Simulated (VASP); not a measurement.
Wanted: the native input for a VASP 6.6.1 run.

```yaml
Task: single point
Functional: PBE
Potentials_or_basis: VASP PAW PBE potentials, release 64 (Rb_sv, Br)
Cutoff: 520 eV
k_mesh: 6 × 6 × 6
Occupations: gaussian, width 0.01 eV
Spin: no spin polarisation
Dipole_correction: no
Further_INCAR_settings: ALGO = Normal; EDIFF = 1e-07; NBANDS = 15
```

The structure of RbBr lies in POSCAR:

```
RbBr
1.0
    0.0000000000      3.4610548593      3.4610548593
    3.4610548593      0.0000000000      3.4610548593
    3.4610548593      3.4610548593      0.0000000000
Rb Br
1 1
Direct
    0.0000000000      0.0000000000      0.0000000000
    0.5000000000      0.5000000000      0.5000000000
```

One way to write it, as run:

INCAR

```
PREC     = Accurate       # precision mode
ENCUT    = 520            # plane-wave cutoff, eV
EDIFF    = 1E-7           # SCF threshold, eV
ISMEAR   = 0              # smearing method
SIGMA    = 0.01           # smearing width, eV
LREAL    = False          # projectors in reciprocal space
LASPH    = True           # aspherical terms in the spheres
NELM     = 100            # most SCF steps
ALGO     = Normal         # electronic algorithm
ISIF     = 2              # what is computed and relaxed
LWAVE    = False          # write WAVECAR
LCHARG   = False          # write CHGCAR
GGA      = PE             # functional
NBANDS   = 15             # bands
```

KPOINTS

```
Automatic mesh
0
Gamma
  6 6 6
```

Potentials or basis: VASP PAW PBE potentials, release 64 (Rb_sv, Br).

Launch:

```bash
$ cat potpaw_PBE.64/Rb_sv/POTCAR potpaw_PBE.64/Br/POTCAR > POTCAR
$ mpirun -np 1 vasp_std > vasp.out
```

It gave:

```json
{
 "Pressure": "0.6 GPa",
 "Band gap on the k mesh": "4.29 eV, direct"
}
```

Wall time 8.2 s on 1 thread of Intel(R) Xeon(R) Platinum 8481C CPU @ 2.70GHz (Sapphire Rapids) (shared host), peak memory 0.2 GiB.
